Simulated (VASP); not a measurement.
# CdH6: single point with PBE

The system is CdH6.

```
Cd H
1.0
     3.55275    0.00000    0.00000
     0.00000    3.55275    0.00000
     0.00000    0.00000    5.15492
Cd H
1 6
Direct
  0.00000 0.00000 0.96935
  0.17956 0.17956 0.46921
  0.82044 0.82044 0.46921
  0.82044 0.17956 0.46921
  0.17956 0.82044 0.46921
  0.50000 0.00000 0.96951
  0.00000 0.50000 0.96951
```

The cell was generated, and may not be a known phase.

```yaml
Program: VASP 6.6.1
Task: single point
Functional: PBE
Potentials_or_basis: VASP PAW PBE potentials, release 64 (Cd_sv_GW, H)
Cutoff: 630 eV
k_mesh: 4 × 4 × 6
Occupations: gaussian, width 0.1 eV
Spin: no spin polarisation
Dipole_correction: no
Further_INCAR_settings: ALGO = Normal; EDIFF = 1e-06; NBANDS = 22
```

- Pressure: 0.1 GPa
- Largest force: 0.006 eV/Å
- Band gap on the k mesh: zero (bands 13 and 14 overlap by 2.48 eV)

Forces in eV/Å, atoms in the order of the input:
```
Cd   0.000  0.000 -0.001
H   -0.004 -0.004  0.001
H    0.004  0.004  0.001
H    0.004 -0.004  0.001
H   -0.004  0.004  0.001
H    0.000  0.000 -0.001
H    0.000  0.000 -0.001
```

Stress tensor (GPa, compression positive):
```
0.02 0.00 0.00
0.00 0.02 0.00
0.00 0.00 0.24
```

Levels at points of the mesh, in eV from the Fermi level:
```csv
k point,band 11,band 12,band 13,band 14,band 15,band 16
"(0.00, 0.00, 0.00)",-5.27,0.89,0.89,1.05,2.51,7.29
"(0.50, 0.00, 0.00)",-4.90,-3.25,-1.86,1.79,2.95,6.60
"(0.50, 0.50, 0.00)",-4.15,-4.15,-0.87,-0.87,1.19,2.42
"(0.00, 0.00, 0.50)",-6.72,1.12,1.12,2.57,4.32,6.81
"(0.50, 0.00, 0.50)",-4.47,-4.28,-2.58,1.98,6.33,6.91
"(0.50, 0.50, 0.50)",-3.86,-3.86,-1.37,-1.37,-0.08,2.72
```

It took 51 s on 1 thread of AMD EPYC 7R13 Processor (Zen 3), with other jobs on the host, peak memory 0.19 GiB.

Caveat: the k points lie up to 0.44 Å⁻¹ apart, too coarse for converged energies and pressures of a metal.
